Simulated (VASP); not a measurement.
# RbBr (P6_3/mmc) in VASP: notebook

RbBr is run at these levels: PBE, LDA, PBEsol, r2SCAN; tasks: single point.

Everything below comes from runs of VASP 6.6.1. Logs are shortened: lines on timing, memory, paths and dates and some standing lists are left out, and cuts for length are marked.

## (1) The cell of the first run

The structure is hexagonal, space group P6_3/mmc (No. 194). The conventional cell has a = 4.771 Å, b = 4.771 Å, c = 8.410 Å, α = 90.00°, β = 90.00°, γ = 120.00°. Within 4.6 Å of Rb (site symmetry -3m) lie 6 Br at 3.47 Å and 2 Rb at 4.21 Å. Within 4.6 Å of Br (site symmetry -6m2) lie 6 Rb at 3.47 Å.

## (2) Single point, PBE

Input file INCAR:

```
  PREC = Accurate
  ENCUT = 520
  EDIFF = 1E-6
  ISMEAR = 0
  SIGMA = 0.01
  LREAL = F
  LASPH = T
  NELM = 80
  ALGO = Normal
  ISIF = 2
  LWAVE = F
  LCHARG = F
  GGA = PE
  NBANDS = 24
```

Input file KPOINTS:

```
regular mesh
0
Gamma
  6 6 2
```

Input file POSCAR:

```
RbBr
1.0
    4.7710886017      0.0000000000      0.0000000000
   -2.3855443009      4.1318839328      0.0000000000
    0.0000000000      0.0000000000      8.4101539777
Rb Br
2 2
Direct
    0.0000000000      0.0000000000      0.0000000000
    0.0000000000      0.0000000000      0.5000000000
    0.3333333333      0.6666666667      0.2500000000
    0.6666666667      0.3333333333      0.7500000000
```

Potentials or basis: VASP PAW PBE potentials, release 64 (Rb_sv, Br).

Command:

```sh
$ cat potpaw_PBE.64/Rb_sv/POTCAR potpaw_PBE.64/Br/POTCAR > POTCAR
$ mpirun -np 1 vasp_std > vasp.out
```

OUTCAR:

```text
PREC = Accurate
   ENCUT = 520
   EDIFF = 1E-6
   ISMEAR = 0
   LREAL = F
   LASPH = T
   NELM = 80
   ISIF = 2
   GGA = PE

 ion  position               nearest neighbor table
   1  0.000  0.000  0.000-   3 3.47   4 3.47   4 3.47   3 3.47   4 3.47   3 3.47   2 4.21   2 4.21

   2  0.000  0.000  0.500-   3 3.47   4 3.47   4 3.47   3 3.47   4 3.47   3 3.47   1 4.21   1 4.21

   3  0.333  0.667  0.250-   1 3.47   2 3.47   1 3.47   2 3.47   1 3.47   2 3.47
   4  0.667  0.333  0.750-   1 3.47   2 3.47   1 3.47   2 3.47   1 3.47   2 3.47

  LATTYP: Found a hexagonal cell.
 ALAT       =     4.7710886017
 C/A-ratio  =     1.7627327178

  Lattice vectors:

 A1 = (   4.7710886017,   0.0000000000,   0.0000000000)
 A2 = (  -2.3855443009,   4.1318839328,   0.0000000000)
 A3 = (   0.0000000000,   0.0000000000,   8.4101539777)

Analysis of symmetry for initial positions (statically):
=====================================================================
 Subroutine PRICEL returns:
 Original cell was already a primitive cell.

 Routine SETGRP: Setting up the symmetry group for a
 hexagonal supercell.

 Subroutine GETGRP returns: Found 24 space group operations
 (whereof 12 operations were pure point group operations)
 out of a pool of 24 trial point group operations.

The static configuration has the point symmetry D_3d.
 The point group associated with its full space group is D_6h.

Analysis of symmetry for dynamics (positions and initial velocities):
=====================================================================
 Subroutine PRICEL returns:
 Original cell was already a primitive cell.

 Routine SETGRP: Setting up the symmetry group for a
 hexagonal supercell.

 Subroutine GETGRP returns: Found 24 space group operations
 (whereof 12 operations were pure point group operations)
 out of a pool of 24 trial point group operations.

The dynamic configuration has the point symmetry D_3d.
 The point group associated with its full space group is D_6h.

 Subroutine INISYM returns: Found 24 space group operations
 (whereof 12 operations are pure point group operations),
 and found     1 'primitive' translations

----------------------------------------------------------------------------------------

                                     Primitive cell

  volume of cell :     165.7943

  direct lattice vectors                    reciprocal lattice vectors
     4.771088602  0.000000000  0.000000000     0.209595772  0.121010176  0.000000000
    -2.385544301  4.131883933  0.000000000     0.000000000  0.242020351  0.000000000
     0.000000000  0.000000000  8.410153978     0.000000000  0.000000000  0.118903887

  length of vectors
     4.771088602  4.771088602  8.410153978     0.242020351  0.242020351  0.118903887

  position of ions in fractional coordinates (direct lattice)
     0.000000000  0.000000000  0.000000000
     0.000000000  0.000000000  0.500000000
     0.333333333  0.666666667  0.250000000
     0.666666667  0.333333333  0.750000000

  ion indices of the primitive-cell ions
   primitive index   ion index
                 1           1
                 2           2
                 3           3
                 4           4

----------------------------------------------------------------------------------------

 KPOINTS: regular mesh

Automatic generation of k-mesh.
 Grid dimensions read from file:
 generate k-points for:    6    6    2

 Generating k-lattice:

  Cartesian coordinates                     Fractional coordinates (reciprocal lattice)
     0.034932629  0.020168363  0.000000000     0.166666667  0.000000000  0.000000000
     0.000000000  0.040336725  0.000000000     0.000000000  0.166666667  0.000000000
     0.000000000  0.000000000  0.059451944     0.000000000  0.000000000  0.500000000

  Length of vectors
     0.040336725  0.040336725  0.059451944

  Shift w.r.t. Gamma in fractional coordinates (k-lattice)
     0.000000000  0.000000000  0.000000000

 Subroutine IBZKPT returns following result:
 ===========================================

 Found     14 irreducible k-points:

 Following reciprocal coordinates:
            Coordinates               Weight
  0.000000  0.000000  0.000000      1.000000
  0.166667 -0.000000  0.000000      6.000000
  0.333333  0.000000  0.000000      6.000000
  0.500000 -0.000000  0.000000      3.000000
  0.166667  0.166667  0.000000      6.000000
  0.333333  0.166667  0.000000     12.000000
  0.333333  0.333333  0.000000      2.000000
  0.000000  0.000000  0.500000      1.000000
  0.166667 -0.000000  0.500000      6.000000
  0.333333  0.000000  0.500000      6.000000
  0.500000 -0.000000  0.500000      3.000000
  0.166667  0.166667  0.500000      6.000000
  0.333333  0.166667  0.500000     12.000000
  0.333333  0.333333  0.500000      2.000000
   k-points           NKPTS =     14   k-points in BZ     NKDIM =     14   number of bands    NBANDS=     24
   number of dos      NEDOS =    301   number of ions     NIONS =      4
   total plane-waves  NPLWV =  82944
   dimension x,y,z NGX =    36 NGY =   36 NGZ =   64
   dimension x,y,z NGXF=    72 NGYF=   72 NGZF=  128
   ions per type =               2   2
   NGX,Y,Z   is equivalent  to a cutoff of  12.54, 12.54, 12.65 a.u.
   NGXF,Y,Z  is equivalent  to a cutoff of  25.09, 25.09, 25.30 a.u.
 SYSTEM =  unknown system
   PREC   = accura    normal or accurate (medium, high low for compatibility)
   ISTART =      0    job   : 0-new  1-cont  2-samecut
   ICHARG =      2    charge: 1-file 2-atom 10-const
   ISPIN  =      1    spin polarized calculation?
   LNONCOLLINEAR =      F non collinear calculations
   LSORBIT =      F    spin-orbit coupling
   LASPH  =      T    aspherical Exc in radial PAW
   ENCUT  =  520.0 eV  38.22 Ry    6.18 a.u.   8.87  8.87 15.64*2*pi/ulx,y,z
   NELM   =     80;   NELMIN=  2; NELMDL= -5     # of ELM steps
   EDIFF  = 0.1E-05   stopping-criterion for ELM
   LREAL  =      F    real-space projection
   EDIFFG = 0.1E-04   stopping-criterion for IOM
   NSW    =      0    number of steps for IOM
   IBRION =     -1    ionic relax: 0-MD 1-quasi-New 2-CG
   NFREE  =      0    steps in history (QN), initial steepest desc. (CG)
   ISIF   =      2    stress and relaxation
   ISYM   =      2    0-nonsym 1-usesym 2-fastsym
   POTIM  = 0.5000    time-step for ionic-motion
   TEBEG  =    0.0;   TEEND  =   0.0 temperature during run
   PSTRESS=    0.0 pullay stress
   NELECT =      32.0000    total number of electrons
   NUPDOWN=      -1.0000    fix difference up-down
   EMIN   =  10.00;   EMAX   =-10.00  energy-range for DOS
   EFERMI =   0.00;   METHOD = LEGACY
   ISMEAR =     0;   SIGMA  =   0.01  broadening in eV -4-tet -1-fermi 0-gaus
   EFERMI_NEDOS =   21; number of points for ismear=-14 and -15
   IALGO  =     38    algorithm
   IMIX   =      4    mixing-type and parameters
     AMIX     =   0.40;   BMIX     =  1.00
     AMIX_MAG =   1.60;   BMIX_MAG =  1.00
  volume/ion in A,a.u.               =      41.45       279.71
  Fermi-wavevector in a.u.,A,eV,Ry     =   0.946095  1.787861 12.178530  0.895097
  Thomas-Fermi vector in A             =   2.074060
   LORBIT       =      0    0 simple, 1 ext, 2 COOP (PROOUT), +10 PAW based schemes
   GGA     = PE    functional components
   LHFCALC =     F    Hartree Fock is set to
   AEXX    =    0.0000 exact exchange contribution
   IVDW    =     0    specifies the selected vdW correction
   LEPSILON=     F    determine dielectric tensor
   LRPA    =     F    only Hartree local field effects (RPA)
 non-spin polarized calculation
 Gauss-broadening in eV      SIGMA  =   0.01
  energy-cutoff  :      520.00
  volume of cell :      165.79
 maximum number of plane-waves:      4482
 NGX is ok and might be reduce to    36
   NGX = 17   NGY = 17   NGZ = 31

 number of electron      32.0000004 magnetization

 Free energy of the ion-electron system (eV)
  ---------------------------------------------------
  ext. energy  EPLUGINS =         0.00000000
  ---------------------------------------------------
  free energy    TOTEN  =       -12.11899839 eV

  energy without entropy =      -12.11899839  energy(sigma->0) =      -12.11899839

 E-fermi :  -1.7353     XC(G=0):  -7.1168

 val. band max:       -1.7987752531   @ k =   0.0000   0.0000   0.0000
 cond. band min:       2.4328638343   @ k =   0.0000   0.0000   0.0000
 fundamental gap:      4.2316390875
 Fermi energy:        -1.7352971437

 k-point     1 :       0.0000    0.0000    0.0000
  band No.  band energies     occupation
      1     -26.4270      2.00000
      2     -26.4104      2.00000
      3     -14.0595      2.00000
      4     -13.9994      2.00000
      5     -10.5202      2.00000
      6     -10.5036      2.00000
[... 16 lines left out ...]
     23       5.9064      0.00000
     24       5.9064      0.00000

 k-point     2 :       0.1667   -0.0000    0.0000
  band No.  band energies     occupation
      1     -26.4251      2.00000
      2     -26.4089      2.00000
      3     -14.0349      2.00000
      4     -14.0040      2.00000
      5     -10.5664      2.00000
      6     -10.5144      2.00000
[... 16 lines left out ...]
     23       6.2071      0.00000
     24       6.2755      0.00000

 k-point     3 :       0.3333    0.0000    0.0000
  band No.  band energies     occupation
      1     -26.4214      2.00000
      2     -26.4058      2.00000
      3     -14.0223      2.00000
      4     -13.9746      2.00000
      5     -10.6625      2.00000
      6     -10.5815      2.00000
[... 16 lines left out ...]
     23       7.0147      0.00000
     24       7.0377      0.00000
[... 244 lines left out ...]
 k-point    13 :       0.3333    0.1667    0.5000
  band No.  band energies     occupation
      1     -26.4119      2.00000
      2     -26.4119      2.00000
      3     -13.9877      2.00000
      4     -13.9877      2.00000
      5     -10.5872      2.00000
      6     -10.5872      2.00000
[... 16 lines left out ...]
     23       7.3103      0.00000
     24       7.3103      0.00000

 k-point    14 :       0.3333    0.3333    0.5000
  band No.  band energies     occupation
      1     -26.4110      2.00000
      2     -26.4110      2.00000
      3     -13.9823      2.00000
      4     -13.9823      2.00000
      5     -10.6021      2.00000
      6     -10.6021      2.00000
[... 16 lines left out ...]
     23       6.8071      0.00000
     24       6.8080      0.00000

------------------------ aborting loop because EDIFF is reached ----------------------------------------

  FORCE on cell =-STRESS in cart. coord.  units (eV):
  Direction    XX          YY          ZZ          XY          YZ          ZX
  --------------------------------------------------------------------------------------
  -------------------------------------------------------------------------------------
  Total        0.5852056      0.5852056      0.6262144     -0.0000000      0.0000000     -0.0000000
  in kB        5.6552199      5.6552199      6.0515150     -0.0000000      0.0000000     -0.0000000
  external PRESSURE =       5.7873182 kB  Pullay stress =       0.0000000 kB

 VOLUME and BASIS-vectors are now :
 -----------------------------------------------------------------------------
  energy-cutoff  :      520.00
  volume of cell :      165.79
      direct lattice vectors                 reciprocal lattice vectors
     4.771088602  0.000000000  0.000000000     0.209595772  0.121010176  0.000000000
    -2.385544301  4.131883933  0.000000000     0.000000000  0.242020351  0.000000000
     0.000000000  0.000000000  8.410153978     0.000000000  0.000000000  0.118903887

 POSITION                                       TOTAL-FORCE (eV/Angst)
 -----------------------------------------------------------------------------------
      0.00000      0.00000      0.00000        -0.000000      0.000000     -0.000000
      0.00000      0.00000      4.20508        -0.000000      0.000000     -0.000000
     -0.00000      2.75459      2.10254         0.000000      0.000000      0.000000
      2.38554      1.37729      6.30762        -0.000000      0.000000      0.000000
 -----------------------------------------------------------------------------------
    total drift:                               -0.000000      0.000000     -0.000000

  FREE ENERGIE OF THE ION-ELECTRON SYSTEM (eV)
  ---------------------------------------------------
  free  energy   TOTEN  =       -12.1189983925 eV

  energy  without entropy=      -12.1189983925  energy(sigma->0) =      -12.11899839
```

Run time: 58 s. Hardware: 1 thread of AMD EPYC 7R13 (Zen 3), shared host; peak memory 0.24 GiB.

What came out:

```yaml
Free_energy: -12.1190 eV
Pressure: 0.6 GPa
Band_gap_on_the_k_mesh: 4.23 eV, direct
```

Levels at points of the mesh, in eV from the valence-band top:
```tsv
k point	band 13	band 14	band 15	band 16	band 17	band 18	band 19	band 20
(0.00, 0.00, 0.00)	-0.27	-0.13	0.00	0.00	4.23	6.30	6.67	7.53
(0.50, 0.00, 0.00)	-0.47	-0.34	-0.32	-0.15	5.84	6.73	6.94	7.21
(0.00, 0.00, 0.50)	-0.14	-0.14	-0.14	-0.14	5.40	5.40	6.97	6.97
(0.50, 0.00, 0.50)	-0.37	-0.37	-0.25	-0.25	6.44	6.44	6.83	6.83
```

PBE gaps usually lie below the measured ones, often by a third to a half.

## (3) Single point, LDA

Input file INCAR:

```
SYSTEM = RbBr
  ALGO = Normal
  EDIFF = 1E-7
  ENCUT = 520
  ISIF = 2
  ISMEAR = 0
  LASPH = .True.
  LCHARG = .True.
  LELF = .True.
  LREAL = .False.
  LVHAR = .True.
  LWAVE = .False.
  NBANDS = 24
  NELM = 60
  PREC = Accurate
  SIGMA = 0.01
```

Input file KPOINTS:

```
k-points
0
Gamma
  6 6 2
  0 0 0
```

POSCAR is that of step 2.

Potentials or basis: VASP PAW LDA potentials, release 64 (Rb_sv, Br).

Command:

```sh
$ cat potpaw_LDA.64/Rb_sv/POTCAR potpaw_LDA.64/Br/POTCAR > POTCAR
$ mpirun -np 1 vasp_std > vasp.out
```

It took 66 s on 1 thread of AMD EPYC 7R13 (Zen 3), shared host; peak memory 0.2 GiB.

Results (log left out):

- Free energy: -13.2524 eV
- Pressure: -1.5 GPa
- Band gap on the k mesh: 3.84 eV, direct

Stress tensor (GPa, compression positive):
```
-1.44  0.00  0.00
 0.00 -1.44  0.00
 0.00  0.00 -1.61
```

Levels at points of the mesh, in eV from the valence-band top:
```
           k point  band 12  band 13  band 14  band 15  band 16  band 17  band 18  band 19  band 20  band 21
(0.00, 0.00, 0.00)    -0.29    -0.29    -0.13     0.00     0.00     3.84     6.01     6.34     7.26     7.30
(0.50, 0.00, 0.00)    -0.55    -0.49    -0.36    -0.34    -0.16     5.53     6.42     6.60     6.90     8.06
(0.00, 0.00, 0.50)    -0.67    -0.15    -0.15    -0.15    -0.15     5.04     5.04     6.69     6.69     7.76
(0.50, 0.00, 0.50)    -0.80    -0.39    -0.39    -0.26    -0.26     6.14     6.14     6.49     6.49     8.31
```

## (4) Single point, LDA

Input file INCAR:

```
SYSTEM = RbBr
ALGO     = Normal         ! electronic algorithm
EDIFF    = 1E-6           ! SCF threshold, eV
ENCUT    = 520            ! plane-wave cutoff, eV
GGA      = CA             ! functional
ISIF     = 2              ! what is computed and relaxed
ISMEAR   = 0              ! smearing method
LASPH    = .True.         ! aspherical terms in the spheres
LCHARG   = .True.         ! write CHGCAR
LELF     = .True.         ! ELF
LREAL    = .False.        ! projectors in reciprocal space
LVHAR    = .True.       
LWAVE    = .False.        ! write WAVECAR
NBANDS   = 24             ! bands
NELM     = 100            ! most SCF steps
PREC     = Accurate       ! precision mode
SIGMA    = 0.01           ! smearing width, eV
```

KPOINTS is that of step 3.

POSCAR is that of step 3.

Command:

```sh
$ cat potpaw_LDA.64/Rb_sv/POTCAR potpaw_LDA.64/Br/POTCAR > POTCAR
$ mpirun -np 1 vasp_std > vasp.out
```

It took 54 s on 1 thread of AMD EPYC 7R13 (Zen 3), shared host; peak memory 0.2 GiB.

It converged, with:

* Free energy: -13.2524 eV
* Pressure: -1.5 GPa
* Band gap on the k mesh: 3.84 eV, direct

Stress tensor (GPa, compression positive):
```
-1.44  0.00  0.00
 0.00 -1.44  0.00
 0.00  0.00 -1.61
```

Levels at points of the mesh, in eV from the valence-band top:
```csv
k point,band 14,band 15,band 16,band 17,band 18,band 19
"(0.00, 0.00, 0.00)",-0.13,0.00,0.00,3.84,6.01,6.34
"(0.50, 0.00, 0.00)",-0.36,-0.34,-0.16,5.53,6.42,6.60
"(0.00, 0.00, 0.50)",-0.15,-0.15,-0.15,5.04,5.04,6.69
"(0.50, 0.00, 0.50)",-0.39,-0.26,-0.26,6.14,6.14,6.49
```

As with any semilocal functional, this LDA gap is likely too small.

## (5) Single point, PBEsol

Input file INCAR:

```
PREC     = Accurate       # precision mode
ENCUT    = 520            # plane-wave cutoff, eV
EDIFF    = 1E-6           # SCF threshold, eV
ISMEAR   = 0              # smearing method
SIGMA    = 0.01           # smearing width, eV
LREAL    = False          # projectors in reciprocal space
LASPH    = True           # aspherical terms in the spheres
NELM     = 80             # most SCF steps
ALGO     = Normal         # electronic algorithm
ISIF     = 2              # what is computed and relaxed
LWAVE    = False          # write WAVECAR
LCHARG   = False          # write CHGCAR
GGA      = PS             # functional
NBANDS   = 24             # bands
```

Input file KPOINTS:

```
regular mesh
0
Gamma
  6 6 4
```

POSCAR is that of step 4.

Potentials or basis: VASP PAW PBE potentials, release 64 (Rb_sv, Br).

Command:

```sh
$ cat potpaw_PBE.64/Rb_sv/POTCAR potpaw_PBE.64/Br/POTCAR > POTCAR
$ mpirun -np 1 vasp_std > vasp.out
```

Run time: 2 min. Hardware: 1 thread of AMD EPYC 7R13 (Zen 3), shared host; peak memory 0.26 GiB.

Results (log left out):

```yaml
Free_energy: -12.6085 eV
Pressure: -0.4 GPa
Band_gap_on_the_k_mesh: 4.09 eV, direct
```

Levels at points of the mesh, in eV from the valence-band top:
```tsv
k point	band 13	band 14	band 15	band 16	band 17	band 18	band 19	band 20
(0.00, 0.00, 0.00)	-0.28	-0.13	0.00	0.00	4.09	6.19	6.54	7.46
(0.50, 0.00, 0.00)	-0.48	-0.35	-0.33	-0.16	5.73	6.64	6.82	7.10
(0.00, 0.00, 0.50)	-0.14	-0.14	-0.14	-0.14	5.27	5.27	6.87	6.87
(0.50, 0.00, 0.50)	-0.38	-0.38	-0.25	-0.25	6.35	6.35	6.71	6.71
```

Caveat: the PAW data sets were made with another functional, which shifts forces and pressure a little.

(Continued in part 2 of 2.)
